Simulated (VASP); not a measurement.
Wanted: the native input for a VASP 6.6.1 run.

```yaml
Task: single point
Functional: PBE
Potentials_or_basis: VASP PAW PBE potentials, release 64 (Ge_d, Cl)
Cutoff: 520 eV
k_mesh: 6 × 6 × 6
Occupations: gaussian, width 0.02 eV
Spin: no spin polarisation
Dipole_correction: no
Further_INCAR_settings: ALGO = Normal; EDIFF = 1e-06; NBANDS = 21
```

The structure of GeCl2 lies in POSCAR:

```
GeCl2
1.0
    0.0000000000      3.1715562829      3.1715562829
    3.1715562829      0.0000000000      3.1715562829
    3.1715562829      3.1715562829      0.0000000000
Ge Cl
1 2
Direct
    0.0000000000      0.0000000000      0.0000000000
    0.2500000000      0.2500000000      0.2500000000
    0.7500000000      0.7500000000      0.7500000000
```

The input as run:

INCAR

```
SYSTEM = GeCl2
  PREC = Accurate
  ENCUT = 520
  EDIFF = 1E-6
  ISMEAR = 0
  SIGMA = 0.02
  LREAL = .FALSE.
  LASPH = .TRUE.
  NELM = 80
  ALGO = Normal
  ISIF = 2
  LWAVE = .FALSE.
  LCHARG = .FALSE.
  GGA = PE
  NBANDS = 21
```

KPOINTS

```
Automatic mesh
0
G
  6 6 6
  0 0 0
```

Potentials or basis: VASP PAW PBE potentials, release 64 (Ge_d, Cl).

Command:

```bash
$ cat potpaw_PBE.64/Ge_d/POTCAR potpaw_PBE.64/Cl/POTCAR > POTCAR
$ mpirun -np 1 vasp_std > vasp.out
```

Results of the run:

- Pressure: 7.3 GPa
- Band gap on the k mesh: 2.35 eV (least direct gap 3.48 eV)

Caveat: the cell stands under pressure.

Run time: 25 s on 1 thread of Intel(R) Xeon(R) Platinum 8488C (Sapphire Rapids), on a shared host, peak memory 0.2 GiB.
